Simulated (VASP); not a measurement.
Input of a VASP 6.6.1 run:

File INCAR:

```
PREC = Accurate ; ENCUT = 520
EDIFF = 1E-8 ; ISMEAR = -1
SIGMA = 0.08 ; LREAL = False
LASPH = True ; NELM = 60
ALGO = Normal ; ISIF = 2
LWAVE = False ; LCHARG = False
GGA = PS ; LEFG = True
NBANDS = 10
```

KPOINTS

```
Automatic mesh
0
Gamma
  15 15 8
```

The input POSCAR:

```
Li
1.0
    3.1110021516      0.0000000000      0.0000000000
   -1.5555010758      2.6942068945      0.0000000000
    0.0000000000      0.0000000000      4.9402100000
Li
2
Direct
    0.3333333333      0.6666666667      0.2500000000
    0.6666666667      0.3333333333      0.7500000000
```

Potentials or basis: VASP PAW PBE potentials, release 64 (Li_sv).

Run with:

```sh
$ cat potpaw_PBE.64/Li_sv/POTCAR > POTCAR
$ mpirun -np 1 vasp_std > vasp.out
```

Predict the band gap on the k mesh.

zero (bands 3 and 4 overlap by 4.44 eV).

Caveat: the cell differs from its parent crystal (zz strain of -3 %); without QUAD_EFG the Cq values of the log hold for a quadrupole moment of 1 mb, not for the nuclei.
